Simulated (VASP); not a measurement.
# Al5Ni (P-6m2) in VASP: a series of runs, part 2 of 3

VASP 6.6.1. The steps go on from the part before.

## (3) Single point, PBE, collinear spin, ferromagnetic start

This run uses another cell than the first one, of 15.27 Å³/atom.

File INCAR:

```
PREC = Accurate
ENCUT = 520
EDIFF = 1E-7
ISMEAR = 0
SIGMA = 0.1
LREAL = False
LASPH = True
NELM = 150
ALGO = Fast
ISIF = 2
LWAVE = False
LCHARG = False
ISPIN = 2
MAGMOM = 0 0 0 0 0 2
LORBIT = 11
LMAXMIX = 4
GGA = PE
NBANDS = 26
```

File KPOINTS:

```
Automatic mesh
0
Gamma
  6 6 2
```

File POSCAR:

```
Al5Ni
1.0
    2.8330825604      0.0000000000      0.0000000000
   -1.4165412802      2.4535214683      0.0000000000
    0.0000000000      0.0000000000     13.1833115261
Al Ni
5 1
Direct
    0.3333333333      0.6666666667      0.6819961744
    0.3333333333      0.6666666667      0.3180038256
    0.6666666667      0.3333333333      0.8596427460
    0.6666666667      0.3333333333      0.1403572540
    0.6666666667      0.3333333333      0.5000000000
    0.3333333333      0.6666666667      0.0000000000
```

Potentials or basis: VASP PAW PBE potentials, release 64 (Al, Ni).

On the command line:

```console
cat potpaw_PBE.64/Al/POTCAR potpaw_PBE.64/Ni/POTCAR > POTCAR
mpirun -np 1 vasp_std > vasp.out
```

OUTCAR:

```text
PREC = Accurate
   ENCUT = 520
   EDIFF = 1E-7
   ISMEAR = 0
   LREAL = False
   LASPH = True
   NELM = 150
   ISIF = 2
   ISPIN = 2
   LORBIT = 11
   GGA = PE

 ion  position               nearest neighbor table
   1  0.333  0.667  0.682-   3 2.86   3 2.86   3 2.86   5 2.90   5 2.90   5 2.90
   2  0.333  0.667  0.318-   4 2.86   4 2.86   4 2.86   5 2.90   5 2.90   5 2.90
   3  0.667  0.333  0.860-   6 2.47   6 2.47   6 2.47   1 2.86   1 2.86   1 2.86
   4  0.667  0.333  0.140-   6 2.47   6 2.47   6 2.47   2 2.86   2 2.86   2 2.86
   5  0.667  0.333  0.500-   1 2.90   2 2.90   1 2.90   2 2.90   1 2.90   2 2.90
   6  0.333  0.667  0.000-   3 2.47   4 2.47   3 2.47   4 2.47   3 2.47   4 2.47

  LATTYP: Found a hexagonal cell.
 ALAT       =     2.8330825604
 C/A-ratio  =     4.6533453385

  Lattice vectors:

 A1 = (   2.8330825604,   0.0000000000,   0.0000000000)
 A2 = (  -1.4165412802,   2.4535214683,   0.0000000000)
 A3 = (   0.0000000000,   0.0000000000,  13.1833115261)

Analysis of symmetry for initial positions (statically):
=====================================================================
 Subroutine PRICEL returns:
 Original cell was already a primitive cell.

 Routine SETGRP: Setting up the symmetry group for a
 hexagonal supercell.

 Subroutine GETGRP returns: Found 12 space group operations
 (whereof 12 operations were pure point group operations)
 out of a pool of 24 trial point group operations.

The static configuration has the point symmetry D_3h.

Analysis of symmetry for dynamics (positions and initial velocities):
=====================================================================
 Subroutine PRICEL returns:
 Original cell was already a primitive cell.

 Routine SETGRP: Setting up the symmetry group for a
 hexagonal supercell.

 Subroutine GETGRP returns: Found 12 space group operations
 (whereof 12 operations were pure point group operations)
 out of a pool of 24 trial point group operations.

[... 172 lines left out ...]
 k-point     1 :       0.0000    0.0000    0.0000
  band No.  band energies     occupation
      1      -2.7450      1.00000
      2      -2.0893      1.00000
      3      -1.6409      1.00000
      4       0.4883      1.00000
      5       0.9424      1.00000
      6       4.4750      1.00000
[... 367 lines left out ...]
     23      11.9851      0.00000
     24      14.9353      0.00000
 Fermi energy:         8.2699860009

 spin component 2

 k-point     1 :       0.0000    0.0000    0.0000
  band No.  band energies     occupation
      1      -2.7453      1.00000
      2      -2.0895      1.00000
      3      -1.6411      1.00000
      4       0.4881      1.00000
      5       0.9422      1.00000
      6       4.4748      1.00000
[... 367 lines left out ...]
     23      11.9850      0.00000
     24      14.9351      0.00000
 [bands above 24 left out]

------------------------ aborting loop because EDIFF is reached ----------------------------------------

  FORCE on cell =-STRESS in cart. coord.  units (eV):
  Direction    XX          YY          ZZ          XY          YZ          ZX
  --------------------------------------------------------------------------------------
  -------------------------------------------------------------------------------------
  Total       -0.0365489     -0.0365489      0.2136311      0.0000000      0.0000000      0.0000000
  in kB       -0.6390159     -0.6390159      3.7350936      0.0000000      0.0000000      0.0000000
  external PRESSURE =       0.8190206 kB  Pullay stress =       0.0000000 kB

 VOLUME and BASIS-vectors are now :
 -----------------------------------------------------------------------------
  energy-cutoff  :      520.00
  volume of cell :       91.64
      direct lattice vectors                 reciprocal lattice vectors
     2.833082560  0.000000000  0.000000000     0.352972417  0.203788720  0.000000000
    -1.416541280  2.453521468  0.000000000     0.000000000  0.407577440  0.000000000
     0.000000000  0.000000000 13.183311526     0.000000000  0.000000000  0.075853476

 POSITION                                       TOTAL-FORCE (eV/Angst)
 -----------------------------------------------------------------------------------
     -0.00000      1.63568      8.99097         0.000000      0.000000      0.020958
     -0.00000      1.63568      4.19234        -0.000000     -0.000000     -0.020958
      1.41654      0.81784     11.33294         0.000000      0.000000      0.026371
      1.41654      0.81784      1.85037         0.000000      0.000000     -0.026371
      1.41654      0.81784      6.59166         0.000000      0.000000      0.000000
     -0.00000      1.63568      0.00000        -0.000000      0.000000      0.000000
 -----------------------------------------------------------------------------------
    total drift:                                0.000000     -0.000000     -0.000000

  FREE ENERGIE OF THE ION-ELECTRON SYSTEM (eV)
  ---------------------------------------------------
  free  energy   TOTEN  =       -25.0329746318 eV

  energy  without entropy=      -25.0220273058  energy(sigma->0) =      -25.02750097

 total charge

# of ion       s       p       d       tot
------------------------------------------
    1        0.429   0.337   0.000   0.766
    2        0.429   0.337   0.000   0.766
    3        0.420   0.370   0.000   0.791
    4        0.420   0.370   0.000   0.791
    5        0.452   0.322   0.000   0.774
    6        0.439   0.466   8.448   9.353
--------------------------------------------------
tot          2.590   2.203   8.448  13.241

 magnetization (x)

# of ion       s       p       d       tot
------------------------------------------
    1       -0.000  -0.000   0.000  -0.000
    2       -0.000  -0.000   0.000  -0.000
    3       -0.000   0.000   0.000   0.000
    4       -0.000   0.000   0.000   0.000
    5       -0.000  -0.000   0.000  -0.000
    6        0.000   0.000  -0.000  -0.000
--------------------------------------------------
tot         -0.000  -0.000  -0.000  -0.000
```

OSZICAR:

```text
N       E                     dE             d eps       ncg     rms          rms(c)
DAV:   1     0.737952707976E+02    0.73795E+02   -0.92413E+03  1456   0.843E+02
DAV:   2    -0.213639434225E+02   -0.95159E+02   -0.86283E+02  1516   0.170E+02
DAV:   3    -0.267548517154E+02   -0.53909E+01   -0.52217E+01  1884   0.423E+01
DAV:   4    -0.268676004273E+02   -0.11275E+00   -0.11251E+00  1850   0.571E+00
[... 11 lines left out ...]
RMM:  16    -0.250329716393E+02   -0.10431E-04   -0.13609E-04  1987   0.768E-02    0.504E-02
RMM:  17    -0.250329730937E+02   -0.14544E-05   -0.41169E-05  1951   0.444E-02    0.155E-02
RMM:  18    -0.250329745520E+02   -0.14583E-05   -0.12656E-05  1914   0.176E-02    0.759E-03
RMM:  19    -0.250329746254E+02   -0.73419E-07   -0.22376E-06  1944   0.755E-03    0.354E-03
RMM:  20    -0.250329746318E+02   -0.63710E-08   -0.44497E-07  1580   0.363E-03
   1 F= -.25032975E+02 E0= -.25027501E+02  d E =-.109473E-01  mag=    -0.0005
```

stdout:

```text
POSCAR found type information on POSCAR AlNi
 POSCAR found :  2 types and       6 ions
 scaLAPACK will be used
 LDA part: xc-table for (Slater+PW92), standard interpolation
 POSCAR, INCAR and KPOINTS ok, starting setup
 FFT: planning ... GRIDC
 FFT: planning ... GRID_SOFT
 FFT: planning ... GRID
 WAVECAR not read
 entering main loop
```

Wall time 48 s (1 thread of Intel Xeon 6975P-C (Granite Rapids), shared host); peak memory 0.28 GiB.

What came out:

| Quantity | Value |
| --- | --- |
| Free energy | -25.0330 eV |
| Pressure | 0.1 GPa |
| Largest force | 0.026 eV/Å |
| Net moment | 0.00 μB per cell |
| Valence electrons inside the program's atomic spheres | Al 0.77, 0.79 (each value once); Ni 9.35 |

Forces in eV/Å, atoms in the order of the input:
```
Al   0.000  0.000  0.021
Al   0.000  0.000 -0.021
Al   0.000  0.000  0.026
Al   0.000  0.000 -0.026
Al   0.000  0.000  0.000
Ni   0.000  0.000  0.000
```

Caveat: the k points lie up to 0.43 Å⁻¹ apart; the moments typed at the start vanished in this run.

## (4) Single point, PBE

This run uses another cell than the first one, of 15.23 Å³/atom.

File INCAR:

```
SYSTEM = Al5Ni
ALGO     = Fast           ! electronic algorithm
EDIFF    = 1E-6           ! SCF threshold, eV
ENCUT    = 520            ! plane-wave cutoff, eV
GGA      = PE             ! functional
ISIF     = 2              ! what is computed and relaxed
ISMEAR   = 0              ! smearing method
LASPH    = .True.         ! aspherical terms in the spheres
LCHARG   = .False.        ! write CHGCAR
LREAL    = .False.        ! projectors in reciprocal space
LWAVE    = .False.        ! write WAVECAR
NBANDS   = 22             ! bands
NELM     = 80             ! most SCF steps
PREC     = Accurate       ! precision mode
SIGMA    = 0.1            ! smearing width, eV
```

File KPOINTS:

```
k-points
0
Gamma
  18 18 4
  0 0 0
```

File POSCAR:

```
Al5Ni
1.0
    2.8351942588      0.0000000000      0.0000000000
   -1.4175971294      2.4553502528      0.0000000000
    0.0000000000      0.0000000000     13.1309351612
Al Ni
5 1
Direct
    0.3333333333      0.6666666667      0.6807240545
    0.3333333333      0.6666666667      0.3192759455
    0.6666666667      0.3333333333      0.8586691656
    0.6666666667      0.3333333333      0.1413308344
    0.6666666667      0.3333333333      0.5000000000
    0.3333333333      0.6666666667      0.0000000000
```

On the command line:

```console
cat potpaw_PBE.64/Al/POTCAR potpaw_PBE.64/Ni/POTCAR > POTCAR
mpirun -np 1 vasp_std > vasp.out
```

Wall time 2.1 min (1 thread of Intel Xeon 6975P-C (Granite Rapids), shared host); peak memory 0.36 GiB.

The run converged. Its results:

```yaml
Free_energy: -24.9503 eV
Pressure: -0.2 GPa
Largest_force: 0.004 eV/Å
Band_gap_on_the_k_mesh: zero (an odd number of electrons rules out a gap without spin polarisation)
```

Forces in eV/Å, atoms in the order of the input:
```
Al   0.000  0.000  0.001
Al   0.000  0.000 -0.001
Al   0.000  0.000 -0.004
Al   0.000  0.000  0.004
Al   0.000  0.000  0.000
Ni   0.000  0.000  0.000
```

Levels at points of the mesh, in eV from the Fermi level:
```
           k point  band 9  band 10  band 11  band 12  band 13  band 14  band 15  band 16
(0.00, 0.00, 0.00)   -1.88    -1.86    -1.63    -1.63     2.00     3.25     8.94     9.74
(0.50, 0.00, 0.00)   -1.97    -1.92    -1.82    -1.49    -0.80    -0.56     0.46     1.80
(0.00, 0.00, 0.50)   -1.88    -1.63    -1.63    -1.09     0.39     5.38     6.43    11.08
(0.50, 0.00, 0.50)   -2.61    -2.10    -1.92    -0.80    -0.65    -0.11     0.37     1.28
```

Spin polarisation is off, so any magnetic state and its effect on volume and gap are missing.

[end of part 2 of 3]
